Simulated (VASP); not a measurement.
Write the native input for VASP 6.6.1 that does the following.

| Quantity | Value |
| --- | --- |
| Task | single point |
| Functional | PBE |
| Potentials or basis | VASP PAW PBE potentials, release 64 (Li_sv, Br) |
| Cutoff | 750 eV |
| k mesh | 8 × 8 × 8 |
| Occupations | fermi-dirac, width 0.02 eV |
| Spin | no spin polarisation |
| Dipole correction | no |
| Further INCAR settings | ALGO = Normal; EDIFF = 1e-06; NBANDS = 12 |

The structure of LiBr lies in POSCAR:

```
LiBr
1.0
    0.0000000000      2.7544466701      2.7544466701
    2.7544466701      0.0000000000      2.7544466701
    2.7544466701      2.7544466701      0.0000000000
Li Br
1 1
Direct
    0.0000000000      0.0000000000      0.0000000000
    0.5000000000      0.5000000000      0.5000000000
```

The input as run:

INCAR

```
SYSTEM = LiBr
PREC = Accurate
ENCUT = 750
EDIFF = 1E-6
ISMEAR = -1
SIGMA = 0.02
LREAL = .False.
LASPH = .True.
NELM = 120
ALGO = Normal
ISIF = 2
LWAVE = .False.
LCHARG = .True.
GGA = PE
LELF = .True.
LVHAR = .True.
NBANDS = 12
GGA_COMPAT = .False.
```

KPOINTS

```
Automatic mesh
0
Gamma
  8 8 8
  0 0 0
```

Potentials or basis: VASP PAW PBE potentials, release 64 (Li_sv, Br).

The run is started by

```console
$ cat potpaw_PBE.64/Li_sv/POTCAR potpaw_PBE.64/Br/POTCAR > POTCAR
$ mpirun -np 1 vasp_std > vasp.out
```

Results of the run:

```
Pressure               : 0.0 GPa
Band gap on the k mesh : 4.92 eV
```

Run time: 32 s on 1 thread of Intel Xeon 8259CL, on a shared host, peak memory 0.21 GiB.
